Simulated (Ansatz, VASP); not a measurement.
Ge in VASP and in Ansatz

```
Ge
1.0
     6.90824    0.00000    0.00000
     0.00000    6.90824    0.00000
     0.00000    0.00000    3.95166
Ge
8
Cartesian
  1.1826 1.1826 1.9758
  4.6364 4.6364 1.9758
  2.2718 2.2718 0.0000
  1.1823 5.7260 2.9637
  2.2715 4.6367 0.9879
  5.7256 5.7256 0.0000
  5.7260 1.1823 0.9879
  4.6367 2.2715 2.9637
```

Alike in both runs: functional PBE; k mesh 4 × 4 × 6; occupations gaussian, width 0.1 eV; no spin polarisation.

Ansatz relaxed the structure, and its values are those at the end. VASP's run is a single point on that final structure, the one shown.

|  | VASP | Ansatz |
| --- | --- | --- |
| version | VASP 6.6.1 | Ansatz 0.2.0 |
| potentials or method | VASP PAW PBE potentials, release 64 (Ge_d), cutoff 520 eV | scalar-relativistic, plane waves, PAW |
| valence electrons in the cell | 112 | 112 |

Ansatz gave:

```
gap on the k mesh at the Fermi level (eV) : none
pressure (GPa)                            : 0.1
rms of the force components (eV/Å)        : 0.009
```

Estimate VASP's values.

gap on the k mesh at the Fermi level (eV): none; pressure (GPa): 0.1; rms of the force components (eV/Å): 0.008.

A gap of «none» marks a metal or a gap that the smearing closes.
